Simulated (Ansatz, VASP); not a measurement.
## Two plane-wave programs on Se

Contents of INCAR:

```
PREC = Accurate
ENCUT = 520
EDIFF = 1E-6
ISMEAR = -1
SIGMA = 0.1
LREAL = False
LASPH = True
NELM = 60
ALGO = Normal
ISIF = 2
LWAVE = False
LCHARG = True
GGA = PE
LELF = True
LVHAR = True
NBANDS = 13
```

Contents of KPOINTS:

```
Automatic mesh
0
Gamma
  11 11 11
```

Contents of POSCAR:

```
Se
1.0
    0.0000000000      3.0564476425      3.0564476425
    3.0564476425      0.0000000000      3.0564476425
    3.0564476425      3.0564476425      0.0000000000
Se
2
Direct
   -0.1250000000     -0.1250000000     -0.1250000000
    0.1250000000      0.1250000000      0.1250000000
```

Input for Ansatz:

```yaml
crystal:
  lattice:
    - [0.0, 3.0564476425, 3.0564476425]
    - [3.0564476425, 0.0, 3.0564476425]
    - [3.0564476425, 3.0564476425, 0.0]
  atoms:
    - { symbol: Se, position: [-0.125, -0.125, -0.125] }
    - { symbol: Se, position: [0.125, 0.125, 0.125] }
kpoints:
  mp_grid: { grid: [11, 11, 11] }
scf:
  occupations: { method: fermi_dirac, width: 0.1 }
hamiltonian:
  xc: pbe
  pseudopotentials: { kind: paw }
output:
  forces: true
  stress: true
  eigenvalues: true
  populations: true
  write_density: true
  write_potential: true
  elf: true
  volumetric_format: npy
```

Change from the starting cell: volume scaled by 0.9, PAW files.

Alike in both runs: task single point; functional PBE; k mesh 11 × 11 × 11; occupations fermi-dirac, width 0.1 eV; no spin polarisation.

|  | VASP | Ansatz |
| --- | --- | --- |
| version | VASP 6.6.1 | Ansatz 0.2.0 |
| potentials or method | VASP PAW PBE potentials, release 64 (Se) | PAW with Ansatz's default frozen-core files, scalar-relativistic |
| plane-wave cutoff (eV) | 520 | 420 |
| valence electrons in the cell | 12 | 32 |

```tsv
	VASP	Ansatz	Ansatz less VASP
pressure (GPa)	5.1	5.1	-0.05
```

VASP's potentials hold 12 valence electrons a cell and Ansatz's 32, so a difference there can come from the potentials and not from the codes.
